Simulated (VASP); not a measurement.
Wanted: the native input for a VASP 6.6.1 run.

* Task: relaxation of cell and atoms
* Functional: PBEsol
* Potentials or basis: VASP PAW PBE potentials, release 64 (V_sv)
* Cutoff: 600 eV
* k mesh: 9 × 9 × 9
* Occupations: fermi-dirac, width 0.05 eV
* Spin: collinear spin, ferromagnetic start
* Starting moments: [1.5] μB
* Dipole correction: no
* Further INCAR settings: ALGO = Normal; EDIFF = 1e-06; IBRION = 2; EDIFFG = -0.02; NSW = 60; ISIF = 3

The structure of V lies in POSCAR:

```
V
1.0
   -1.5143500000      1.5143500000      1.5143500000
    1.5143500000     -1.5143500000      1.5143500000
    1.5143500000      1.5143500000     -1.5143500000
V
1
Direct
    0.0000000000      0.0000000000      0.0000000000
```

The input as run:

INCAR

```
SYSTEM = V
PREC = Accurate
ENCUT = 600
EDIFF = 1E-6
ISMEAR = -1
SIGMA = 0.05
LREAL = .FALSE.
LASPH = .TRUE.
NELM = 150
ALGO = Normal
ISIF = 3
LWAVE = .FALSE.
LCHARG = .FALSE.
ISPIN = 2
MAGMOM = 1.5
LORBIT = 11
LMAXMIX = 4
GGA = PS
IBRION = 2
NSW = 60
EDIFFG = -0.02
```

KPOINTS

```
Automatic mesh
0
G
  9 9 9
  0 0 0
```

Potentials or basis: VASP PAW PBE potentials, release 64 (V_sv).

The run is started by

```sh
$ cat potpaw_PBE.64/V_sv/POTCAR > POTCAR
$ mpirun -np 1 vasp_std > vasp.out
```

Results of the run:

```json
{
 "Relaxed volume": "12.90 Å³/atom",
 "Relaxed cell": "a = 2.559 Å, b = 2.559 Å, c = 2.559 Å, α = 109.47°, β = 109.47°, γ = 109.47°",
 "Space group after relaxing (to 0.05 Å)": "Im-3m (No. 229)",
 "Energy gained by relaxing": "40.3 meV/atom",
 "Ionic steps": "3",
 "Pressure after relaxing": "-0.2 GPa",
 "Net moment": "0.00 μB per cell",
 "Valence electrons inside the program's atomic spheres": "V 11.74"
}
```

Caveat: the PAW data sets were made with another functional, which shifts forces and pressure a little.

It took 50 s on 1 thread of Intel(R) Xeon(R) Platinum 8375C CPU @ 2.90GHz (Ice Lake), on a shared host, peak memory 0.16 GiB.
